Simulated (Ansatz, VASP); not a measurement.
This is a calculation of SnSe for Ansatz 0.2.0.

Contents of input.yaml:

```yaml
crystal:
  lattice:
    - [11.5702803916, 0.0, 0.0]
    - [0.0, 4.245137902, 0.0]
    - [0.0, 0.0, 4.518690941]
  atoms:
    - { symbol: Sn, position: [0.877, 0.75, 0.909] }
    - { symbol: Sn, position: [0.623, 0.25, 0.409] }
    - { symbol: Sn, position: [0.377, 0.75, 0.591] }
    - { symbol: Sn, position: [0.123, 0.25, 0.091] }
    - { symbol: Se, position: [0.643, 0.75, 0.984] }
    - { symbol: Se, position: [0.857, 0.25, 0.484] }
    - { symbol: Se, position: [0.143, 0.75, 0.516] }
    - { symbol: Se, position: [0.357, 0.25, 0.016] }
kpoints:
  mp_grid: { grid: [3, 6, 6] }
scf:
  occupations: { method: fermi_dirac, width: 0.05 }
hamiltonian:
  xc: pbesol
  pseudopotentials: { kind: all_electron, lapw: { basis_error: 0.001 } }
output:
  forces: true
  stress: true
  eigenvalues: true
```

Potentials or basis: all-electron LAPW, scalar-relativistic.

Launch:

```sh
$ ansatz run input.yaml --threads 4 --pin off --max-ram 12288MiB --backend cpu --events-out ev --progress --plain --runs-dir out
```

Question: Set up the same calculation for VASP 6.6.1. Potentials there: VASP PAW PBE potentials, release 64 (Sn_d, Se).

Answer: As run (the cutoff follows the program's own potentials):

The input INCAR:

```
ALGO     = Normal         # electronic algorithm
EDIFF    = 1E-7           # SCF threshold, eV
ENCUT    = 520            # plane-wave cutoff, eV
GGA      = PS             # functional
ISIF     = 2              # what is computed and relaxed
ISMEAR   = -1             # smearing method
LASPH    = True           # aspherical terms in the spheres
LCHARG   = False          # write CHGCAR
LREAL    = False          # projectors in reciprocal space
LWAVE    = False          # write WAVECAR
NBANDS   = 50             # bands
NELM     = 80             # most SCF steps
PREC     = Accurate       # precision mode
SIGMA    = 0.05           # smearing width, eV
```

The input KPOINTS:

```
k-points
0
Gamma
  3 6 6
```

Contents of POSCAR:

```
SnSe
1.0
   11.5702803916      0.0000000000      0.0000000000
    0.0000000000      4.2451379020      0.0000000000
    0.0000000000      0.0000000000      4.5186909410
Sn Se
4 4
Direct
    0.8770000000      0.7500000000      0.9090000000
    0.6230000000      0.2500000000      0.4090000000
    0.3770000000      0.7500000000      0.5910000000
    0.1230000000      0.2500000000      0.0910000000
    0.6430000000      0.7500000000      0.9840000000
    0.8570000000      0.2500000000      0.4840000000
    0.1430000000      0.7500000000      0.5160000000
    0.3570000000      0.2500000000      0.0160000000
```

Potentials or basis: VASP PAW PBE potentials, release 64 (Sn_d, Se).

Command:

```bash
$ cat potpaw_PBE.64/Sn_d/POTCAR potpaw_PBE.64/Se/POTCAR > POTCAR
$ mpirun -np 1 vasp_std > vasp.out
```

Both were run:

|  | VASP | Ansatz | Ansatz less VASP |
| --- | --- | --- | --- |
| gap on the k mesh at the Fermi level (eV) | 0.50 | 0.51 | +0.006 |
| least direct gap on the mesh (eV) | 0.68 | 0.69 | +0.009 |
| pressure (GPa) | -2.4 | -2.4 | -0.04 |
| traceless stress, the component that is largest in VASP (GPa) | 1.50 | 1.47 | -0.027 |
| rms of the force components (eV/Å) | 0.090 | 0.094 | +0.0032 |

VASP's potentials were made for PBE, not for PBEsol. Atom by atom the forces differ by 0.009 eV/Å (rms over components). Ansatz ran all-electron here, and VASP with PAW potentials.
